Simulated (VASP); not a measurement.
Runs of VASP 6.6.1 on LiF. The structure is that of space group Fm-3m (No. 225), or close to it. The cells are those of the table. 

| level | cell | k mesh | gap on the mesh (eV) |
| --- | --- | --- | --- |
| PBE | a = 2.821 Å, angles 60.0°, 2 atoms | 10 × 10 × 10 | 9.35 |
| r2SCAN | a = 2.764 Å, angles 60.0°, 2 atoms | 10 × 10 × 10 | 11.18 |
| PBE | a = 2.933 Å, angles 60.0°, 2 atoms | 8 × 8 × 8 | 8.35 |
| PBE | a = 2.847 Å, angles 60.0°, 2 atoms | 8 × 8 × 8 | 9.10 |
| PBE | a = 2.818 Å, angles 60.0°, 2 atoms | 8 × 8 × 8 | (b) |
| r2SCAN | a = 2.821 Å, angles 60.0°, 2 atoms | 10 × 10 × 10 | 10.55 |
| r2SCAN | a = 2.793 Å, angles 60.0°, 2 atoms | 10 × 10 × 10 | 10.85 |
| PBE | a = 2.876 Å, angles 60.0°, 2 atoms | 8 × 8 × 8 | 8.83 |
| r2SCAN | a = 2.849 Å, angles 60.0°, 2 atoms | 10 × 10 × 10 | (c) |
| PBE | a = 2.905 Å, angles 60.0°, 2 atoms | 8 × 8 × 8 | (a) |
| r2SCAN | a = 2.877 Å, angles 60.0°, 2 atoms | 10 × 10 × 10 | 9.98 |

Alike in all rows: task single point; potentials or basis VASP PAW PBE potentials, release 64 (Li_sv, F); no spin polarisation; cutoff (eV) 520; smearing gaussian 0.01 eV.

Q: Estimate the missing entries.

A: (a) 8.58; (b) 9.39; (c) 10.26.

A k mesh can miss the band edges.
